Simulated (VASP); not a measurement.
# WSe2 in VASP: further runs

The runs below take WSe2 through single point, with PBEsol.

Program: VASP 6.6.1. These are calculated values, not measurements. Logs are shortened: lines on timing, memory, paths and dates and some standing lists are left out, and cuts for length are marked.

## (1) The cell of the first run

The cell holds a slab with vacuum, 9 atoms: a = 3.173 Å, b = 3.173 Å, c = 30.060 Å, α = 90.00°, β = 90.00°, γ = 120.00°.

## (2) Single point, PBEsol (strain -0.030 along x and y, +0.030 along z)

INCAR

```
SYSTEM = WSe2
PREC = Accurate
ENCUT = 520
EDIFF = 1E-7
ISMEAR = 0
SIGMA = 0.05
LREAL = .FALSE.
LASPH = .TRUE.
NELM = 100
ALGO = Normal
ISIF = 2
LWAVE = .FALSE.
LCHARG = .FALSE.
GGA = PS
NBANDS = 49
```

KPOINTS

```
regular mesh
0
G
  12 12 1
  0 0 0
```

POSCAR

```
WSe2
1.0
    3.1727757741      0.0000000000      0.0000000000
   -1.5863878870      2.7477044209      0.0000000000
    0.0000000000      0.0000000000     30.0602929214
W Se
3 6
Direct
    0.6666666667      0.3333333333      0.0000000000
    0.3333333333      0.6666666667      0.7734641576
    0.3333333333      0.6666666667      0.2265358424
    0.3333333333      0.6666666667      0.0573689705
    0.6666666667      0.3333333333      0.8308403050
    0.6666666667      0.3333333333      0.2838341585
    0.3333333333      0.6666666667      0.9426310295
    0.6666666667      0.3333333333      0.7161658415
    0.6666666667      0.3333333333      0.1691596950
```

Potentials or basis: VASP PAW PBE potentials, release 64 (W_sv, Se).

Launch:

```sh
> cat potpaw_PBE.64/W_sv/POTCAR potpaw_PBE.64/Se/POTCAR > POTCAR
> mpirun -np 1 vasp_std > vasp.out
```

OUTCAR:

```text
SYSTEM = WSe2
   PREC = Accurate
   ENCUT = 520
   EDIFF = 1E-7
   ISMEAR = 0
   LREAL = .FALSE.
   LASPH = .TRUE.
   NELM = 100
   ISIF = 2
   GGA = PS

 ion  position               nearest neighbor table
   1  0.667  0.333  0.000-   4 2.52   7 2.52   4 2.52   7 2.52   4 2.52   7 2.52
   2  0.333  0.667  0.773-   8 2.51   8 2.51   8 2.51   5 2.52   5 2.52   5 2.52
   3  0.333  0.667  0.227-   6 2.51   6 2.51   6 2.51   9 2.52   9 2.52   9 2.52
   4  0.333  0.667  0.057-   1 2.52   1 2.52   1 2.52
   5  0.667  0.333  0.831-   2 2.52   2 2.52   2 2.52
   6  0.667  0.333  0.284-   3 2.51   3 2.51   3 2.51
   7  0.333  0.667  0.943-   1 2.52   1 2.52   1 2.52
   8  0.667  0.333  0.716-   2 2.51   2 2.51   2 2.51
   9  0.667  0.333  0.169-   3 2.52   3 2.52   3 2.52

  LATTYP: Found a hexagonal cell.
 ALAT       =     3.1727757741
 C/A-ratio  =     9.4744460566

  Lattice vectors:

 A1 = (   3.1727757741,   0.0000000000,   0.0000000000)
 A2 = (  -1.5863878870,   2.7477044209,   0.0000000000)
 A3 = (   0.0000000000,   0.0000000000,  30.0602929214)

Analysis of symmetry for initial positions (statically):
=====================================================================
 Subroutine PRICEL returns:
 Original cell was already a primitive cell.

 Routine SETGRP: Setting up the symmetry group for a
 hexagonal supercell.

 Subroutine GETGRP returns: Found 12 space group operations
 (whereof 12 operations were pure point group operations)
 out of a pool of 24 trial point group operations.

The static configuration has the point symmetry D_3h.

Analysis of symmetry for dynamics (positions and initial velocities):
=====================================================================
 Subroutine PRICEL returns:
 Original cell was already a primitive cell.

 Routine SETGRP: Setting up the symmetry group for a
 hexagonal supercell.

 Subroutine GETGRP returns: Found 12 space group operations
 (whereof 12 operations were pure point group operations)
 out of a pool of 24 trial point group operations.

The dynamic configuration has the point symmetry D_3h.

 Subroutine INISYM returns: Found 12 space group operations
 (whereof 12 operations are pure point group operations),
 and found     1 'primitive' translations

----------------------------------------------------------------------------------------

                                     Primitive cell

  volume of cell :     262.0611

  direct lattice vectors                    reciprocal lattice vectors
     3.172775774  0.000000000  0.000000000     0.315181428  0.181970082  0.000000000
    -1.586387887  2.747704421  0.000000000     0.000000000  0.363940165  0.000000000
     0.000000000  0.000000000 30.060292921     0.000000000  0.000000000  0.033266476

  length of vectors
     3.172775774  3.172775774 30.060292921     0.363940165  0.363940165  0.033266476

  position of ions in fractional coordinates (direct lattice)
     0.666666667  0.333333333  0.000000000
     0.333333333  0.666666667  0.773464158
     0.333333333  0.666666667  0.226535842
     0.333333333  0.666666667  0.057368971
     0.666666667  0.333333333  0.830840305
     0.666666667  0.333333333  0.283834158
     0.333333333  0.666666667  0.942631029
     0.666666667  0.333333333  0.716165842
     0.666666667  0.333333333  0.169159695

  ion indices of the primitive-cell ions
   primitive index   ion index
                 1           1
                 2           2
                 3           3
                 4           4
                 5           5
                 6           6
                 7           7
                 8           8
                 9           9

----------------------------------------------------------------------------------------

 KPOINTS: regular mesh

Automatic generation of k-mesh.
 Grid dimensions read from file:
 generate k-points for:   12   12    1

 Generating k-lattice:

  Cartesian coordinates                     Fractional coordinates (reciprocal lattice)
     0.026265119  0.015164174  0.000000000     0.083333333  0.000000000  0.000000000
     0.000000000  0.030328347  0.000000000     0.000000000  0.083333333  0.000000000
     0.000000000  0.000000000  0.033266476     0.000000000  0.000000000  1.000000000

  Length of vectors
     0.030328347  0.030328347  0.033266476

  Shift w.r.t. Gamma in fractional coordinates (k-lattice)
     0.000000000  0.000000000  0.000000000

 Subroutine IBZKPT returns following result:
 ===========================================

 Found     19 irreducible k-points:

 Following reciprocal coordinates:
            Coordinates               Weight
  0.000000  0.000000  0.000000      1.000000
  0.083333 -0.000000  0.000000      6.000000
  0.166667 -0.000000  0.000000      6.000000
  0.250000  0.000000  0.000000      6.000000
  0.333333 -0.000000  0.000000      6.000000
  0.416667  0.000000  0.000000      6.000000
[... 11 lines left out ...]
  0.333333  0.250000  0.000000     12.000000
  0.333333  0.333333  0.000000      2.000000
   k-points           NKPTS =     19   k-points in BZ     NKDIM =     19   number of bands    NBANDS=     49
   number of dos      NEDOS =    301   number of ions     NIONS =      9
   total plane-waves  NPLWV = 129024
   dimension x,y,z NGX =    24 NGY =   24 NGZ =  224
   dimension x,y,z NGXF=    48 NGYF=   48 NGZF=  448
   ions per type =               3   6
   NGX,Y,Z   is equivalent  to a cutoff of  12.58, 12.58, 12.39 a.u.
   NGXF,Y,Z  is equivalent  to a cutoff of  25.15, 25.15, 24.78 a.u.
 SYSTEM =  WSe2
   PREC   = accura    normal or accurate (medium, high low for compatibility)
   ISTART =      0    job   : 0-new  1-cont  2-samecut
   ICHARG =      2    charge: 1-file 2-atom 10-const
   ISPIN  =      1    spin polarized calculation?
   LNONCOLLINEAR =      F non collinear calculations
   LSORBIT =      F    spin-orbit coupling
   LASPH  =      T    aspherical Exc in radial PAW
   ENCUT  =  520.0 eV  38.22 Ry    6.18 a.u.   5.90  5.90 55.89*2*pi/ulx,y,z
   NELM   =    100;   NELMIN=  2; NELMDL= -5     # of ELM steps
   EDIFF  = 0.1E-06   stopping-criterion for ELM
   LREAL  =      F    real-space projection
   EDIFFG = 0.1E-05   stopping-criterion for IOM
   NSW    =      0    number of steps for IOM
   IBRION =     -1    ionic relax: 0-MD 1-quasi-New 2-CG
   NFREE  =      0    steps in history (QN), initial steepest desc. (CG)
   ISIF   =      2    stress and relaxation
   ISYM   =      2    0-nonsym 1-usesym 2-fastsym
   POTIM  = 0.5000    time-step for ionic-motion
   TEBEG  =    0.0;   TEEND  =   0.0 temperature during run
   PSTRESS=    0.0 pullay stress
   NELECT =      78.0000    total number of electrons
   NUPDOWN=      -1.0000    fix difference up-down
   EMIN   =  10.00;   EMAX   =-10.00  energy-range for DOS
   EFERMI =   0.00;   METHOD = LEGACY
   ISMEAR =     0;   SIGMA  =   0.05  broadening in eV -4-tet -1-fermi 0-gaus
   EFERMI_NEDOS =   21; number of points for ismear=-14 and -15
   IALGO  =     38    algorithm
   IMIX   =      4    mixing-type and parameters
     AMIX     =   0.40;   BMIX     =  1.00
     AMIX_MAG =   1.60;   BMIX_MAG =  1.00
  volume/ion in A,a.u.               =      29.12       196.50
  Fermi-wavevector in a.u.,A,eV,Ry     =   1.093047  2.065559 16.255584  1.194752
  Thomas-Fermi vector in A             =   2.229325
   LORBIT       =      0    0 simple, 1 ext, 2 COOP (PROOUT), +10 PAW based schemes
   GGA     = PS    functional components
   LHFCALC =     F    Hartree Fock is set to
   AEXX    =    0.0000 exact exchange contribution
   IVDW    =     0    specifies the selected vdW correction
   LEPSILON=     F    determine dielectric tensor
   LRPA    =     F    only Hartree local field effects (RPA)
 non-spin polarized calculation
 Gauss-broadening in eV      SIGMA  =   0.05
  energy-cutoff  :      520.00
  volume of cell :      262.06
 maximum number of plane-waves:      7096
 NGX is ok and might be reduce to    24
   NGX = 11   NGY = 11   NGZ =111

 number of electron      77.9999999 magnetization

 Free energy of the ion-electron system (eV)
  ---------------------------------------------------
  ext. energy  EPLUGINS =         0.00000000
  ---------------------------------------------------
  free energy    TOTEN  =       -69.51500003 eV

  energy without entropy =      -69.51500003  energy(sigma->0) =      -69.51500003

 E-fermi :   2.9439     XC(G=0):  -7.7524

 val. band max:        2.5840590468   @ k =   0.3333   0.3333   0.0000
 cond. band min:       3.6951323818   @ k =   0.1667   0.1667   0.0000
 fundamental gap:      1.1110733350
 Fermi energy:         2.9438757086

 k-point     1 :       0.0000    0.0000    0.0000
  band No.  band energies     occupation
      1     -71.3190      2.00000
      2     -71.3174      2.00000
      3     -71.3174      2.00000
      4     -35.6546      2.00000
      5     -35.6533      2.00000
      6     -35.6533      2.00000
[... 41 lines left out ...]
     48       5.9754      0.00000
     49       6.0000      0.00000

 k-point     2 :       0.0833   -0.0000    0.0000
  band No.  band energies     occupation
      1     -71.3178      2.00000
      2     -71.3162      2.00000
      3     -71.3162      2.00000
      4     -35.6502      2.00000
      5     -35.6489      2.00000
      6     -35.6489      2.00000
[... 41 lines left out ...]
     48       5.8539      0.00000
     49       6.0638      0.00000

 k-point     3 :       0.1667   -0.0000    0.0000
  band No.  band energies     occupation
      1     -71.3146      2.00000
      2     -71.3130      2.00000
      3     -71.3130      2.00000
      4     -35.6381      2.00000
      5     -35.6368      2.00000
      6     -35.6368      2.00000
[... 41 lines left out ...]
     48       5.5145      0.00000
     49       6.4072      0.00000

 k-point     4 :       0.2500    0.0000    0.0000
  band No.  band energies     occupation
      1     -71.3102      2.00000
      2     -71.3086      2.00000
      3     -71.3086      2.00000
      4     -35.6216      2.00000
      5     -35.6203      2.00000
      6     -35.6203      2.00000
[... 717 lines left out ...]
     48       5.9806      0.00000
     49       7.0477      0.00000

 k-point    18 :       0.3333    0.2500    0.0000
  band No.  band energies     occupation
      1     -71.2999      2.00000
      2     -71.2983      2.00000
      3     -71.2983      2.00000
      4     -35.6682      2.00000
      5     -35.6669      2.00000
      6     -35.6669      2.00000
[... 41 lines left out ...]
     48       6.1230      0.00000
     49       7.3480      0.00000

 k-point    19 :       0.3333    0.3333    0.0000
  band No.  band energies     occupation
      1     -71.2993      2.00000
      2     -71.2977      2.00000
      3     -71.2977      2.00000
      4     -35.6397      2.00000
      5     -35.6385      2.00000
      6     -35.6385      2.00000
[... 41 lines left out ...]
     48       6.1912      0.00000
     49       7.6071      0.00000

------------------------ aborting loop because EDIFF is reached ----------------------------------------

  FORCE on cell =-STRESS in cart. coord.  units (eV):
  Direction    XX          YY          ZZ          XY          YZ          ZX
  --------------------------------------------------------------------------------------
  -------------------------------------------------------------------------------------
  Total        8.1221795      8.1221795     -1.6370372      0.0000000      0.0000000      0.0000000
  in kB       49.6570095     49.6570095    -10.0084435      0.0000000      0.0000000      0.0000000
  external PRESSURE =      29.7685252 kB  Pullay stress =       0.0000000 kB

 VOLUME and BASIS-vectors are now :
 -----------------------------------------------------------------------------
  energy-cutoff  :      520.00
  volume of cell :      262.06
      direct lattice vectors                 reciprocal lattice vectors
     3.172775774  0.000000000  0.000000000     0.315181428  0.181970082  0.000000000
    -1.586387887  2.747704421  0.000000000     0.000000000  0.363940165  0.000000000
     0.000000000  0.000000000 30.060292921     0.000000000  0.000000000  0.033266476

 POSITION                                       TOTAL-FORCE (eV/Angst)
 -----------------------------------------------------------------------------------
      1.58639      0.91590      0.00000         0.000000      0.000000      0.000000
     -0.00000      1.83180     23.25056         0.000000     -0.000000      0.003750
     -0.00000      1.83180      6.80973         0.000000     -0.000000     -0.003750
     -0.00000      1.83180      1.72453        -0.000000     -0.000000     -0.129352
      1.58639      0.91590     24.97530        -0.000000     -0.000000     -0.128251
      1.58639      0.91590      8.53214        -0.000000      0.000000     -0.141130
     -0.00000      1.83180     28.33576        -0.000000      0.000000      0.129352
      1.58639      0.91590     21.52815        -0.000000     -0.000000      0.141130
      1.58639      0.91590      5.08499        -0.000000     -0.000000      0.128251
 -----------------------------------------------------------------------------------
    total drift:                                0.000000     -0.000000      0.000000

  FREE ENERGIE OF THE ION-ELECTRON SYSTEM (eV)
  ---------------------------------------------------
  free  energy   TOTEN  =       -69.5150000348 eV

  energy  without entropy=      -69.5150000348  energy(sigma->0) =      -69.51500003
```

Wall time 6.4 min (1 thread of Intel Xeon 6975P-C, shared host); peak memory 0.46 GiB.

What came out:

```yaml
Free_energy: -69.5150 eV
Largest_force: 0.141 eV/Å
Band_gap_on_the_k_mesh: 1.11 eV, indirect (least direct gap 1.85 eV)
```

Forces on the atoms (eV/Å):
```
W    0.000  0.000  0.000
W    0.000  0.000  0.004
W    0.000  0.000 -0.004
Se   0.000  0.000 -0.129
Se   0.000  0.000 -0.128
Se   0.000  0.000 -0.141
Se   0.000  0.000  0.129
Se   0.000  0.000  0.141
Se   0.000  0.000  0.128
```

Caveat: the cell differs from its parent crystal (strain -0.030 along x and y, +0.030 along z); the PAW data sets were made with another functional, which shifts forces and pressure a little; spin-orbit coupling is left out, which moves the levels of the heavy elements.

## (3) Single point, PBEsol (strain +0.000 along x and y, -0.030 along z)

INCAR: that of step 2 with these lines changed.

```diff
@@ -3,3 +3,3 @@
 ENCUT = 520
-EDIFF = 1E-7
+EDIFF = 1E-6
 ISMEAR = 0
@@ -8,3 +8,3 @@
 LASPH = .TRUE.
-NELM = 100
+NELM = 80
 ALGO = Normal
```

KPOINTS is that of step 2.

POSCAR: that of step 2 with these lines changed.

```diff
@@ -2,5 +2,5 @@
 1.0
-    3.1727757741      0.0000000000      0.0000000000
-   -1.5863878870      2.7477044209      0.0000000000
-    0.0000000000      0.0000000000     30.0602929214
+    3.2709028599      0.0000000000      0.0000000000
+   -1.6354514299      2.8326849700      0.0000000000
+    0.0000000000      0.0000000000     28.3092078968
 W Se
```

Potentials or basis: VASP PAW PBE potentials, release 64 (W_sv, Se).

Launch:

```sh
> cat potpaw_PBE.64/W_sv/POTCAR potpaw_PBE.64/Se/POTCAR > POTCAR
> mpirun -np 1 vasp_std > vasp.out
```

Run time: 5.6 min. Hardware: 1 thread of Intel Xeon 6975P-C, shared host; peak memory 0.46 GiB.

Results (log left out):

```yaml
Free_energy: -69.6218 eV
Largest_force: 1.028 eV/Å
Band_gap_on_the_k_mesh: 1.14 eV, indirect (least direct gap 1.50 eV)
```

Forces on the atoms (eV/Å):
```
W    0.000  0.000  0.000
W    0.000  0.000 -0.006
W    0.000  0.000  0.006
Se   0.000  0.000  0.992
Se   0.000  0.000  0.994
Se   0.000  0.000  1.028
Se   0.000  0.000 -0.992
Se   0.000  0.000 -1.028
Se   0.000  0.000 -0.994
```

Levels at points of the mesh, in eV from the valence-band top:
```csv
k point,band 35,band 36,band 37,band 38,band 39,band 40,band 41,band 42,band 43,band 44
"(0.00, 0.00, 0.00)",-1.74,-1.64,-0.89,-0.29,0.00,2.68,2.68,2.70,2.70,2.72
"(0.50, 0.00, 0.00)",-1.46,-1.42,-1.38,-1.37,-1.30,2.07,2.09,2.10,2.40,2.52
```

Caveat: the cell differs from its parent crystal (strain +0.000 along x and y, -0.030 along z); the PAW data sets were made with another functional, which shifts forces and pressure a little; spin-orbit coupling is left out, which moves the levels of the heavy elements.

## (4) Single point, PBEsol (strain +0.030 along x and y, -0.030 along z)

INCAR

```
SYSTEM = WSe2
PREC = Accurate ; ENCUT = 520
EDIFF = 1E-7 ; ISMEAR = 0
SIGMA = 0.05 ; LREAL = .FALSE.
LASPH = .TRUE. ; NELM = 100
ALGO = Normal ; ISIF = 2
LWAVE = .FALSE. ; LCHARG = .FALSE.
GGA = PS ; NBANDS = 49
```

KPOINTS is that of step 3.

POSCAR: that of step 3 with these lines changed.

```diff
@@ -2,4 +2,4 @@
 1.0
-    3.2709028599      0.0000000000      0.0000000000
-   -1.6354514299      2.8326849700      0.0000000000
+    3.3690299457      0.0000000000      0.0000000000
+   -1.6845149728      2.9176655191      0.0000000000
     0.0000000000      0.0000000000     28.3092078968
```

Launch:

```sh
> cat potpaw_PBE.64/W_sv/POTCAR potpaw_PBE.64/Se/POTCAR > POTCAR
> mpirun -np 1 vasp_std > vasp.out
```

Run time: 9.3 min. Hardware: 1 thread of Intel Xeon 6975P-C, shared host; peak memory 0.54 GiB.

It converged, with:

| Property | Result |
| --- | --- |
| Free energy | -69.5589 eV |
| Largest force | 0.310 eV/Å |
| Band gap on the k mesh | 0.78 eV, indirect (least direct gap 1.24 eV) |

Forces on the atoms (eV/Å):
```
W    0.000  0.000  0.000
W    0.000  0.000 -0.007
W    0.000  0.000  0.007
Se   0.000  0.000  0.288
Se   0.000  0.000  0.290
Se   0.000  0.000  0.310
Se   0.000  0.000 -0.288
Se   0.000  0.000 -0.310
Se   0.000  0.000 -0.290
```

Levels at points of the mesh, in eV from the valence-band top:
```csv
k point,band 36,band 37,band 38,band 39,band 40,band 41,band 42,band 43
"(0.00, 0.00, 0.00)",-1.47,-0.72,-0.23,0.00,2.32,2.32,2.34,2.34
"(0.50, 0.00, 0.00)",-1.57,-1.49,-1.40,-1.35,1.65,1.67,1.68,2.02
```

Caveat: the cell differs from its parent crystal (strain +0.030 along x and y, -0.030 along z); the PAW data sets were made with another functional, which shifts forces and pressure a little; spin-orbit coupling is left out, which moves the levels of the heavy elements.

## (5) The runs side by side

```csv
cell,gap on the mesh (eV),largest force (eV/Å)
"a = 3.173, b = 3.173, c = 30.060 Å, angles 90.0, 90.0, 120.0°, 9 atoms",1.11,0.14
"a = 3.271, b = 3.271, c = 28.309 Å, angles 90.0, 90.0, 120.0°, 9 atoms",1.14,1.03
"a = 3.369, b = 3.369, c = 28.309 Å, angles 90.0, 90.0, 120.0°, 9 atoms",0.78,0.31
```

Alike in all rows: task single point; level PBEsol; potentials or basis VASP PAW PBE potentials, release 64 (W_sv, Se); no spin polarisation; k mesh 12 × 12 × 1; cutoff (eV) 520; smearing gaussian 0.05 eV.

Caveats: the PAW data sets were made with another functional, which shifts forces and pressure a little; spin-orbit coupling is left out, which moves the levels of the heavy elements.

Absolute energies hang on the potentials; compare differences alone.
